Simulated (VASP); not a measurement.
Here is a VASP 6.6.1 calculation.

Contents of INCAR:

```
SYSTEM = Sb3Se
PREC = Accurate
ENCUT = 520
EDIFF = 1E-6
ISMEAR = 0
SIGMA = 0.1
LREAL = .FALSE.
LASPH = .TRUE.
NELM = 80
ALGO = Normal
ISIF = 2
LWAVE = .FALSE.
LCHARG = .TRUE.
GGA = PE
LELF = .TRUE.
LVHAR = .TRUE.
NBANDS = 18
```

KPOINTS

```
Automatic mesh
0
G
  16 16 6
  0 0 0
```

The input POSCAR:

```
Sb3Se
1.0
    1.8768175020     -2.8708421890      0.0000000000
    1.8768175020      2.8708421890      0.0000000000
    0.0000000000      0.0000000000      9.6882595446
Sb Se
3 1
Direct
    0.5000000000      0.5000000000      0.7709329664
    0.0000000000      0.0000000000      0.5000000000
    0.5000000000      0.5000000000      0.2290670336
    0.0000000000      0.0000000000      0.0000000000
```

Potentials or basis: VASP PAW PBE potentials, release 64 (Sb, Se).

Run with:

```console
$ cat potpaw_PBE.64/Sb/POTCAR potpaw_PBE.64/Se/POTCAR > POTCAR
$ mpirun -np 1 vasp_std > vasp.out
```

Question: What does it give for the band gap on the k mesh?

Answer: Zero (an odd number of electrons rules out a gap without spin polarisation).

Question: Predict the pressure.

Answer: -0.1 GPa.

Forces on the atoms (eV/Å):
```
Sb   0.000  0.000 -0.002
Sb   0.000  0.000  0.000
Sb   0.000  0.000  0.002
Se   0.000  0.000  0.000
```

Caveat: spin-orbit coupling is left out, which moves the levels of the heavy elements.
